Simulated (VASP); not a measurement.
# FeSi: relaxation of cell and atoms with LDA

Crystal: FeSi.

```
Fe Si
1.0
     4.44766    0.00000    0.00000
     0.00000    4.44766    0.00000
     0.00000    0.00000    4.44766
Fe Si
4 4
Direct
  0.86398 0.63602 0.36398
  0.63602 0.36398 0.86398
  0.36398 0.86398 0.63602
  0.13602 0.13602 0.13602
  0.15927 0.34073 0.65927
  0.34073 0.65927 0.15927
  0.65927 0.15927 0.34073
  0.84073 0.84073 0.84073
```

```
Program                : VASP 6.6.1
Task                   : relaxation of cell and atoms
Functional             : LDA
Potentials or basis    : VASP PAW LDA potentials, release 64 (Fe, Si)
Cutoff                 : 600 eV
k mesh                 : 6 × 6 × 6
Occupations            : fermi-dirac, width 0.02 eV
Spin                   : no spin polarisation
Dipole correction      : no
Further INCAR settings : ALGO = Normal; EDIFF = 1e-06; IBRION = 2; EDIFFG = -0.005; NSW = 80; ISIF = 3
```

The relaxed volume is 10.45 Å³/atom, the relaxed cell is a = 4.373 Å, b = 4.373 Å, c = 4.373 Å, α = 90.00°, β = 90.00°, γ = 90.00° and the space group after relaxing (to 0.1 Å) is P2_13 (No. 198). The energy gained by relaxing is 20.8 meV/atom and the ionic steps are 24. The pressure after relaxing is 0.0 GPa. The band gap on the k mesh is 0.14 eV (least direct gap 0.15 eV).

Forces on the atoms (eV/Å):
```
Fe   0.000  0.000  0.000
Fe   0.000  0.000  0.000
Fe   0.000  0.000  0.000
Fe   0.000  0.000  0.000
Si  -0.001  0.001 -0.001
Si   0.001 -0.001 -0.001
Si  -0.001 -0.001  0.001
Si   0.001  0.001  0.001
```

Step by step:
```csv
step,energy change (eV),largest force (eV/Å),pressure (GPa),volume (Å³)
1,0.0000,0.0995,-11.82,87.98
2,0.2095,0.5387,22.01,78.05
3,-0.1633,0.1277,-0.34,83.84
4,-0.1633,0.1327,-0.07,83.76
5,-0.1633,0.1379,0.20,83.68
6,-0.1657,0.0668,0.22,83.60
7,-0.1663,0.0153,0.28,83.52
8,-0.1663,0.0158,0.36,83.52
9,-0.1660,0.0156,-0.67,83.82
10,-0.1664,0.0087,-0.05,83.62
11,-0.1664,0.0091,0.00,83.61
12,-0.1664,0.0090,-0.13,83.61
13,-0.1664,0.0042,0.27,83.52
14,-0.1664,0.0079,0.07,83.60
15,-0.1664,0.0082,0.04,83.60
16,-0.1664,0.0084,0.04,83.60
17,-0.1664,0.0087,0.02,83.61
18,-0.1664,0.0084,0.11,83.61
19,-0.1664,0.0087,-0.07,83.61
20,-0.1664,0.0085,0.07,83.61
21,-0.1664,0.0086,0.01,83.61
22,-0.1664,0.0086,0.02,83.61
23,-0.1664,0.0086,0.02,83.61
24,-0.1665,0.0022,0.01,83.61
```

Final structure:
```
CELL_PARAMETERS angstrom
4.37272 0.00000 0.00000
0.00000 4.37272 0.00000
0.00000 0.00000 4.37272
ATOMIC_POSITIONS crystal
Fe 0.86278 0.63722 0.36278
Fe 0.63722 0.36278 0.86278
Fe 0.36278 0.86278 0.63722
Fe 0.13722 0.13722 0.13722
Si 0.15913 0.34087 0.65913
Si 0.34087 0.65913 0.15913
Si 0.65913 0.15913 0.34087
Si 0.84087 0.84087 0.84087
```

Levels at points of the mesh, in eV from the valence-band top:
```csv
k point,band 20,band 21,band 22,band 23,band 24,band 25,band 26,band 27,band 28,band 29
"(0.00, 0.00, 0.00)",-0.29,-0.29,-0.29,-0.04,-0.04,0.70,0.70,0.70,3.30,3.30
"(0.50, 0.00, 0.00)",-1.33,-0.40,-0.40,-0.01,-0.01,0.19,0.19,1.83,1.83,2.44
"(0.50, 0.50, 0.00)",-1.37,-1.08,-1.08,-0.37,-0.37,0.67,0.67,1.38,1.38,2.95
"(0.50, 0.50, 0.50)",-0.80,-0.70,-0.70,-0.70,-0.70,0.49,0.49,0.49,0.49,5.96
```

Run time: 4.8 min on 1 thread of Intel(R) Xeon(R) 6975P-C (Granite Rapids), on a shared host, peak memory 0.21 GiB.

A k mesh can miss the band edges. Spin polarisation is off, so any magnetic state and its effect on volume and gap are missing.
